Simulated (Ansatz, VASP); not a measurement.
**MgF2: VASP beside Ansatz**

The input POSCAR:

```
MgF2
1.0
    4.6220162621      0.0000000000      0.0000000000
    0.0000000000      4.6220162621      0.0000000000
    0.0000000000      0.0000000000      3.0461115434
Mg F
2 4
Direct
    0.0000000000      0.0000000000      0.0000000000
    0.5000000000      0.5000000000      0.5000000000
    0.3029506050      0.3029506050      0.0000000000
    0.1970493950      0.8029506050      0.5000000000
    0.6970493950      0.6970493950      0.0000000000
    0.8029506050      0.1970493950      0.5000000000
```

File INCAR.step1:

```
PREC = Accurate
ENCUT = 660
ISMEAR = 0
SIGMA = 0.01
LREAL = False
LASPH = True
NELM = 120
NBANDS = 25
GGA = PE
ALGO = Normal
EDIFF = 1E-5
LWAVE = True
LCHARG = False
GGA_COMPAT = False
```

The input INCAR.step2:

```
PREC = Accurate
ENCUT = 660
EDIFF = 1E-6
ISMEAR = 0
SIGMA = 0.01
LREAL = False
LASPH = True
NELM = 120
ALGO = Normal
ISIF = 2
LWAVE = False
LCHARG = False
METAGGA = R2SCAN
LMIXTAU = True
NBANDS = 25
ISTART = 1
GGA_COMPAT = False
```

The input KPOINTS:

```
Automatic mesh
0
Gamma
  4 4 8
```

Input for Ansatz:

```yaml
crystal:
  lattice:
    - [4.6220162621, 0.0, 0.0]
    - [0.0, 4.6220162621, 0.0]
    - [0.0, 0.0, 3.0461115434]
  atoms:
    - { symbol: Mg, position: [0.0, 0.0, 0.0] }
    - { symbol: Mg, position: [0.5, 0.5, 0.5] }
    - { symbol: F, position: [0.302950605, 0.302950605, 0.0] }
    - { symbol: F, position: [0.197049395, 0.802950605, 0.5] }
    - { symbol: F, position: [0.697049395, 0.697049395, 0.0] }
    - { symbol: F, position: [0.802950605, 0.197049395, 0.5] }
kpoints:
  mp_grid: { grid: [4, 4, 8] }
hamiltonian:
  xc: r2scan
scf:
  occupations: { method: fixed }
  n_extra_bands: 5
output:
  forces: true
  stress: true
  eigenvalues: true
```

Alike in both runs: task single point; functional r2SCAN; k mesh 4 × 4 × 8; no spin polarisation.

|  | VASP | Ansatz |
| --- | --- | --- |
| version | VASP 6.6.1 | Ansatz 0.2.0 |
| potentials or method | VASP PAW PBE potentials, release 64 (Mg, F) | plane waves, PAW |
| plane-wave cutoff (eV) | 660 | 500 |
| occupations | gaussian, width 0.01 eV | fixed |
| valence electrons in the cell | 32 | 48 |

Ansatz gave:

| Item | Value |
| --- | --- |
| gap on the k mesh at the Fermi level (eV) | 8.07 |
| pressure (GPa) | 0.0 |
| traceless stress, the component that is largest in VASP (GPa) | 0.00 |
| rms of the force components (eV/Å) | 0.000 |

Q: What did VASP give for the same quantities?

A: gap on the k mesh at the Fermi level (eV): 8.03; pressure (GPa): -1.5; traceless stress, the component that is largest in VASP (GPa): -0.09; rms of the force components (eV/Å): 0.003.

VASP's potentials were made for PBE, not for r2SCAN. Atom by atom the forces differ by 0.003 eV/Å (rms over components). VASP's potentials hold 32 valence electrons a cell and Ansatz's 48, so a difference there can come from the potentials and not from the codes.
